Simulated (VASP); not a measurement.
Input of a VASP 6.6.1 run:

Contents of INCAR:

```
SYSTEM = SnSe
  PREC = Accurate
  ENCUT = 520
  EDIFF = 1E-7
  ISMEAR = 0
  SIGMA = 0.01
  LREAL = .False.
  LASPH = .True.
  NELM = 60
  ALGO = Normal
  ISIF = 2
  LWAVE = .False.
  LCHARG = .False.
  GGA = CA
  NBANDS = 28
```

File KPOINTS:

```
regular mesh
0
Gamma
  4 4 2
  0 0 0
```

File POSCAR:

```
SnSe
1.0
    4.2853300000      0.0000000000      0.0000000000
    0.0000000000      4.2853300000      0.0000000000
    0.0000000000      0.0000000000     10.9906900000
Sn Se
2 2
Direct
    0.5000000000      0.0000000000      0.3722300000
    0.0000000000      0.5000000000      0.6277700000
    0.5000000000      0.0000000000      0.6160400000
    0.0000000000      0.5000000000      0.3839600000
```

Potentials or basis: VASP PAW LDA potentials, release 64 (Sn_d, Se).

Launch:

```bash
$ cat potpaw_LDA.64/Sn_d/POTCAR potpaw_LDA.64/Se/POTCAR > POTCAR
$ mpirun -np 1 vasp_std > vasp.out
```

Problem. Estimate the band gap on the k mesh.

Solution. 1.58 eV, indirect (least direct gap 1.63 eV).

Problem. Predict the largest force.

Solution. 0.267 eV/Å.

Forces on the atoms (eV/Å):
```
Sn   0.000  0.000  0.267
Sn   0.000  0.000 -0.267
Se   0.000  0.000 -0.103
Se   0.000  0.000  0.103
```

Caveat: spin-orbit coupling is left out, which moves the levels of the heavy elements.
